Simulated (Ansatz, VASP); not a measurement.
# Al2Cu: VASP beside Ansatz

```
CELL_PARAMETERS angstrom
-2.14002 2.14002 2.93960
2.14002 -2.14002 2.93960
2.14002 2.14002 -2.93960
ATOMIC_POSITIONS crystal
Al 0.75000 0.25000 0.50000
Al 0.25000 0.75000 0.50000
Cu 0.50000 0.50000 0.00000
```

Alike in both runs: task single point; functional PBE; k mesh 14 × 14 × 14; occupations gaussian, width 0.15 eV; no spin polarisation.

|  | VASP | Ansatz |
| --- | --- | --- |
| version | VASP 6.6.1 | Ansatz 0.2.0 |
| potentials or method | VASP PAW PBE potentials, release 64 (Al, Cu), cutoff 520 eV | scalar-relativistic, plane waves, PAW |
| valence electrons in the cell | 17 | 25 |

Ansatz gave:

* gap on the k mesh at the Fermi level (eV): none
* pressure (GPa): -8.0
* traceless stress, the component that is largest in VASP (GPa): 1.22

Problem. Estimate VASP's values.

Solution. gap on the k mesh at the Fermi level (eV): none; pressure (GPa): -7.5; traceless stress, the component that is largest in VASP (GPa): 1.19.

A gap of «none» marks a metal or a gap that the smearing closes. VASP's potentials hold 17 valence electrons a cell and Ansatz's 25, so a difference there can come from the potentials and not from the codes.
